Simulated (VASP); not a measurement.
SiO2: single point with PBE

Crystal: SiO2.

```xyz
3
Lattice="0.0000 2.2384 2.2384 2.2384 0.0000 2.2384 2.2384 2.2384 0.0000" Properties=species:S:1:pos:R:3 pbc="T T T"
Si    0.0000    0.0000    0.0000
O     1.1192    1.1192    1.1192
O     3.3576    3.3576    3.3576
```

```json
{"Program": "VASP 6.6.1", "Task": "single point", "Functional": "PBE", "Potentials or basis": "VASP PAW PBE potentials, release 64 (Si, O)", "Cutoff": "600 eV", "k mesh": "2 × 2 × 2", "Occupations": "gaussian, width 0.01 eV", "Spin": "no spin polarisation", "Dipole correction": "no", "Further INCAR settings": "ALGO = Normal; EDIFF = 1e-06; NBANDS = 15"}
```

The pressure is 17.5 GPa and the band gap on the k mesh is 2.07 eV, direct.

Levels at points of the mesh, in eV from the valence-band top:
```csv
k point,band 6,band 7,band 8,band 9,band 10,band 11
"(0.00, 0.00, 0.00)",-2.36,-2.36,-2.36,2.69,5.99,5.99
"(0.50, 0.00, 0.00)",-5.26,-4.74,-4.74,6.42,10.07,10.38
"(0.50, 0.50, 0.00)",-1.05,-1.05,0.00,2.07,8.63,11.51
```

Wall time 5.6 s on 1 thread of Intel Xeon 8259CL, with other jobs on the host, peak memory 0.14 GiB.

Caveat: the k points lie up to 1.22 Å⁻¹ apart. As with any semilocal functional, this PBE gap is likely too small.
